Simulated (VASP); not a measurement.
# Be (P6_3/mmc) in VASP: further runs

The runs below take Be through single point, relaxation of cell and atoms, with PBE, PBE+D4.

Everything below comes from runs of VASP 6.6.1. Logs are shortened: lines on timing, memory, paths and dates and some standing lists are left out, and cuts for length are marked.

## 1. The cell of the first run

It takes space group P6_3/mmc (No. 194, hexagonal). The conventional cell has a = 2.262 Å, b = 2.262 Å, c = 3.566 Å, α = 90.00°, β = 90.00°, γ = 120.00°. Be (site symmetry -6m2) has 12 Be at 2.21 to 2.26 Å within 2.9 Å.

## 2. Single point, PBE

INCAR reads:

```
SYSTEM = Be
ALGO = Normal
EDIFF = 1E-7
ENCUT = 520
GGA = PE
ISIF = 2
ISMEAR = -1
LASPH = .TRUE.
LCHARG = .TRUE.
LELF = .TRUE.
LREAL = .FALSE.
LVHAR = .TRUE.
LWAVE = .FALSE.
NBANDS = 9
NELM = 100
PREC = Accurate
SIGMA = 0.08
```

KPOINTS reads:

```
k-points
0
G
  19 19 11
  0 0 0
```

POSCAR reads:

```
Be
1.0
    2.2624060542      0.0000000000      0.0000000000
   -1.1312030271      1.9593011166      0.0000000000
    0.0000000000      0.0000000000      3.5660261552
Be
2
Direct
    0.3333333333      0.6666666667      0.2500000000
    0.6666666667      0.3333333333      0.7500000000
```

Potentials or basis: VASP PAW PBE potentials, release 64 (Be).

Launch:

```
> cat potpaw_PBE.64/Be/POTCAR > POTCAR
> mpirun -np 1 vasp_std > vasp.out
```

OUTCAR:

```text
SYSTEM = Be
   EDIFF = 1E-7
   ENCUT = 520
   GGA = PE
   ISIF = 2
   ISMEAR = -1
   LASPH = .TRUE.
   LREAL = .FALSE.
   NELM = 100
   PREC = Accurate

 ion  position               nearest neighbor table
   1  0.333  0.667  0.250-   2 2.21   2 2.21   2 2.21   2 2.21   2 2.21   2 2.21
   2  0.667  0.333  0.750-   1 2.21   1 2.21   1 2.21   1 2.21   1 2.21   1 2.21

  LATTYP: Found a hexagonal cell.
 ALAT       =     2.2624060542
 C/A-ratio  =     1.5762096060

  Lattice vectors:

 A1 = (   2.2624060542,   0.0000000000,   0.0000000000)
 A2 = (  -1.1312030271,   1.9593011166,   0.0000000000)
 A3 = (   0.0000000000,   0.0000000000,   3.5660261552)

Analysis of symmetry for initial positions (statically):
=====================================================================
 Subroutine PRICEL returns:
 Original cell was already a primitive cell.

 Routine SETGRP: Setting up the symmetry group for a
 hexagonal supercell.

 Subroutine GETGRP returns: Found 24 space group operations
 (whereof 12 operations were pure point group operations)
 out of a pool of 24 trial point group operations.

The static configuration has the point symmetry D_3d.
 The point group associated with its full space group is D_6h.

Analysis of symmetry for dynamics (positions and initial velocities):
=====================================================================
 Subroutine PRICEL returns:
 Original cell was already a primitive cell.

 Routine SETGRP: Setting up the symmetry group for a
 hexagonal supercell.

 Subroutine GETGRP returns: Found 24 space group operations
 (whereof 12 operations were pure point group operations)
 out of a pool of 24 trial point group operations.

The dynamic configuration has the point symmetry D_3d.
 The point group associated with its full space group is D_6h.

 Subroutine INISYM returns: Found 24 space group operations
 (whereof 12 operations are pure point group operations),
 and found     1 'primitive' translations

----------------------------------------------------------------------------------------

                                     Primitive cell

  volume of cell :      15.8072

  direct lattice vectors                    reciprocal lattice vectors
     2.262406054  0.000000000  0.000000000     0.442007304  0.255193036  0.000000000
    -1.131203027  1.959301117  0.000000000     0.000000000  0.510386072  0.000000000
     0.000000000  0.000000000  3.566026155     0.000000000  0.000000000  0.280424191

  length of vectors
     2.262406054  2.262406054  3.566026155     0.510386072  0.510386072  0.280424191

  position of ions in fractional coordinates (direct lattice)
     0.333333333  0.666666667  0.250000000
     0.666666667  0.333333333  0.750000000

  ion indices of the primitive-cell ions
   primitive index   ion index
                 1           1
                 2           2

----------------------------------------------------------------------------------------

 KPOINTS: k-points

Automatic generation of k-mesh.
 Grid dimensions read from file:
 generate k-points for:   19   19   11

 Generating k-lattice:

  Cartesian coordinates                     Fractional coordinates (reciprocal lattice)
     0.023263542  0.013431212  0.000000000     0.052631579  0.000000000  0.000000000
     0.000000000  0.026862425  0.000000000     0.000000000  0.052631579  0.000000000
     0.000000000  0.000000000  0.025493108     0.000000000  0.000000000  0.090909091

  Length of vectors
     0.026862425  0.026862425  0.025493108

  Shift w.r.t. Gamma in fractional coordinates (k-lattice)
     0.000000000  0.000000000  0.000000000

 Subroutine IBZKPT returns following result:
 ===========================================

 Found    240 irreducible k-points:

 Following reciprocal coordinates:
            Coordinates               Weight
  0.000000  0.000000  0.000000      1.000000
  0.052632 -0.000000  0.000000      6.000000
  0.105263 -0.000000  0.000000      6.000000
  0.157895  0.000000  0.000000      6.000000
  0.210526  0.000000  0.000000      6.000000
  0.263158  0.000000  0.000000      6.000000
[... 16 lines left out ...]
  0.263158  0.105263  0.000000     12.000000
  0.315789  0.105263  0.000000     12.000000
 [... further k-points ...]
   k-points           NKPTS =    240   k-points in BZ     NKDIM =    240   number of bands    NBANDS=      9
   number of dos      NEDOS =    301   number of ions     NIONS =      2
   total plane-waves  NPLWV =   9072
   dimension x,y,z NGX =    18 NGY =   18 NGZ =   28
   dimension x,y,z NGXF=    36 NGYF=   36 NGZF=   56
   ions per type =               2
   NGX,Y,Z   is equivalent  to a cutoff of  13.23, 13.23, 13.05 a.u.
   NGXF,Y,Z  is equivalent  to a cutoff of  26.45, 26.45, 26.11 a.u.
 SYSTEM =  Be
   PREC   = accura    normal or accurate (medium, high low for compatibility)
   ISTART =      0    job   : 0-new  1-cont  2-samecut
   ICHARG =      2    charge: 1-file 2-atom 10-const
   ISPIN  =      1    spin polarized calculation?
   LNONCOLLINEAR =      F non collinear calculations
   LSORBIT =      F    spin-orbit coupling
   LASPH  =      T    aspherical Exc in radial PAW
   ENCUT  =  520.0 eV  38.22 Ry    6.18 a.u.   4.21  4.21  6.63*2*pi/ulx,y,z
   NELM   =    100;   NELMIN=  2; NELMDL= -5     # of ELM steps
   EDIFF  = 0.1E-06   stopping-criterion for ELM
   LREAL  =      F    real-space projection
   EDIFFG = 0.1E-05   stopping-criterion for IOM
   NSW    =      0    number of steps for IOM
   IBRION =     -1    ionic relax: 0-MD 1-quasi-New 2-CG
   NFREE  =      0    steps in history (QN), initial steepest desc. (CG)
   ISIF   =      2    stress and relaxation
   ISYM   =      2    0-nonsym 1-usesym 2-fastsym
   POTIM  = 0.5000    time-step for ionic-motion
   TEBEG  =    0.0;   TEEND  =   0.0 temperature during run
   PSTRESS=    0.0 pullay stress
   NELECT =       4.0000    total number of electrons
   NUPDOWN=      -1.0000    fix difference up-down
   EMIN   =  10.00;   EMAX   =-10.00  energy-range for DOS
   EFERMI =   0.00;   METHOD = LEGACY
   ISMEAR =    -1;   SIGMA  =   0.08  broadening in eV -4-tet -1-fermi 0-gaus
   EFERMI_NEDOS =   21; number of points for ismear=-14 and -15
   IALGO  =     38    algorithm
   IMIX   =      4    mixing-type and parameters
     AMIX     =   0.40;   BMIX     =  1.00
     AMIX_MAG =   1.60;   BMIX_MAG =  1.00
  volume/ion in A,a.u.               =       7.90        53.34
  Fermi-wavevector in a.u.,A,eV,Ry     =   1.035482  1.956778 14.588492  1.072224
  Thomas-Fermi vector in A             =   2.169828
   LORBIT       =      0    0 simple, 1 ext, 2 COOP (PROOUT), +10 PAW based schemes
   GGA     = PE    functional components
   LHFCALC =     F    Hartree Fock is set to
   AEXX    =    0.0000 exact exchange contribution
   IVDW    =     0    specifies the selected vdW correction
   LEPSILON=     F    determine dielectric tensor
   LRPA    =     F    only Hartree local field effects (RPA)
 non-spin polarized calculation
  energy-cutoff  :      520.00
  volume of cell :       15.81
 maximum number of plane-waves:       440
 NGX is ok and might be reduce to    18
   NGX =  9   NGY =  9   NGZ = 13

 number of electron       4.0000000 magnetization

 Free energy of the ion-electron system (eV)
  ---------------------------------------------------
  ext. energy  EPLUGINS =         0.00000000
  ---------------------------------------------------
  free energy    TOTEN  =        -7.53907868 eV

  energy without entropy =       -7.53737154  energy(sigma->0) =       -7.53822511

 E-fermi :   7.1256     XC(G=0): -10.6067

 val. band max:        7.0363291538   @ k =   0.3158   0.1053   0.0000
 cond. band min:       7.2381875435   @ k =   0.2632   0.2632   0.0909
 fundamental gap:      0.2018583897
 Fermi energy:         7.1256327787

 k-point     1 :       0.0000    0.0000    0.0000
  band No.  band energies     occupation
      1      -4.3255      2.00000
      2       2.5761      2.00000
      3       8.1235      0.00001
      4      23.0483      0.00000
      5      23.0483      0.00000
      6      25.8906      0.00000
      7      25.8906      0.00000
      8      27.9353      0.00000
      9      34.1537      0.00000

 k-point     2 :       0.0526   -0.0000    0.0000
  band No.  band energies     occupation
      1      -4.2458      2.00000
      2       2.6806      2.00000
      3       8.1475      0.00001
      4      22.3787      0.00000
      5      22.5391      0.00000
      6      25.8978      0.00000
      7      26.1646      0.00000
      8      27.7894      0.00000
      9      32.7957      0.00000

 k-point     3 :       0.1053   -0.0000    0.0000
  band No.  band energies     occupation
      1      -4.0065      2.00000
      2       2.9939      2.00000
      3       8.2148      0.00000
      4      20.7220      0.00000
      5      21.4958      0.00000
      6      25.8517      0.00000
      7      26.4632      0.00000
      8      27.2833      0.00000
      9      30.7800      0.00000

 k-point     4 :       0.1579    0.0000    0.0000
  band No.  band energies     occupation
      1      -3.6073      2.00000
      2       3.5149      2.00000
      3       8.3068      0.00000
      4      18.6452      0.00000
      5      20.3688      0.00000
      6      25.6093      0.00000
      7      26.2381      0.00000
      8      26.3743      0.00000
      9      28.7307      0.00000

 k-point     5 :       0.2105    0.0000    0.0000
  band No.  band energies     occupation
      1      -3.0484      2.00000
      2       4.2419      2.00000
      3       8.3712      0.00000
      4      16.5496      0.00000
      5      19.3149      0.00000
      6      24.5419      0.00000
      7      24.7419      0.00000
      8      25.9690      0.00000
      9      27.3165      0.00000

 k-point     6 :       0.2632    0.0000    0.0000
  band No.  band energies     occupation
      1      -2.3304      2.00000
      2       5.1716      2.00000
      3       8.2783      0.00000
      4      14.7445      0.00000
      5      18.3958      0.00000
      6      22.3701      0.00000
      7      23.0782      0.00000
      8      25.4378      0.00000
      9      26.8334      0.00000
[... 169 lines left out ...]
 k-point    21 :       0.1579    0.1053    0.0000
  band No.  band energies     occupation
      1      -2.8074      2.00000
      2       4.5528      2.00000
      3       8.4447      0.00000
      4      16.1831      0.00000
      5      17.8575      0.00000
      6      24.2355      0.00000
      7      24.7251      0.00000
      8      25.2033      0.00000
      9      29.4417      0.00000

 k-point    22 :       0.2105    0.1053    0.0000
  band No.  band energies     occupation
      1      -2.0875      2.00000
      2       5.4809      2.00000
      3       8.4079      0.00000
      4      14.3209      0.00000
      5      16.9122      0.00000
      6      22.3060      0.00000
      7      23.3865      0.00000
      8      24.6688      0.00000
      9      28.7095      0.00000

 k-point    23 :       0.2632    0.1053    0.0000
  band No.  band energies     occupation
      1      -1.2102      2.00000
      2       6.6046      1.99704
      3       8.0126      0.00003
      4      12.9853      0.00000
      5      16.0694      0.00000
      6      20.1130      0.00000
      7      21.9858      0.00000
      8      24.1806      0.00000
      9      27.5601      0.00000

 k-point    24 :       0.3158    0.1053    0.0000
  band No.  band energies     occupation
      1      -0.1841      2.00000
      2       7.0363      1.50660
      3       7.9086      0.00011
      4      12.4695      0.00000
      5      15.2995      0.00000
      6      17.8756      0.00000
      7      20.7557      0.00000
      8      23.7876      0.00000
      9      26.7876      0.00000

 [... further k-points ...]

------------------------ aborting loop because EDIFF is reached ----------------------------------------

  FORCE on cell =-STRESS in cart. coord.  units (eV):
  Direction    XX          YY          ZZ          XY          YZ          ZX
  --------------------------------------------------------------------------------------
  -------------------------------------------------------------------------------------
  Total        0.0172202      0.0172202      0.0195858      0.0000000      0.0000000     -0.0000000
  in kB        1.7453867      1.7453867      1.9851578      0.0000000      0.0000000     -0.0000000
  external PRESSURE =       1.8253104 kB  Pullay stress =       0.0000000 kB

 VOLUME and BASIS-vectors are now :
 -----------------------------------------------------------------------------
  energy-cutoff  :      520.00
  volume of cell :       15.81
      direct lattice vectors                 reciprocal lattice vectors
     2.262406054  0.000000000  0.000000000     0.442007304  0.255193036  0.000000000
    -1.131203027  1.959301117  0.000000000     0.000000000  0.510386072  0.000000000
     0.000000000  0.000000000  3.566026155     0.000000000  0.000000000  0.280424191

 POSITION                                       TOTAL-FORCE (eV/Angst)
 -----------------------------------------------------------------------------------
     -0.00000      1.30620      0.89151        -0.000000     -0.000000      0.000000
      1.13120      0.65310      2.67452         0.000000      0.000000      0.000000
 -----------------------------------------------------------------------------------
    total drift:                                0.000000     -0.000000      0.000000

  FREE ENERGIE OF THE ION-ELECTRON SYSTEM (eV)
  ---------------------------------------------------
  free  energy   TOTEN  =        -7.5390786789 eV

  energy  without entropy=       -7.5373715410  energy(sigma->0) =       -7.53822511
```

It took 30 s on 1 thread of AMD EPYC 7R43 (Zen 3), shared host; peak memory 0.11 GiB.

What came out:

| Property | Result |
| --- | --- |
| Free energy | -7.5391 eV |
| Pressure | 0.2 GPa |
| Band gap on the k mesh | zero (bands 2 and 3 overlap by 1.49 eV) |

(Part 1 of 2 ends here.)
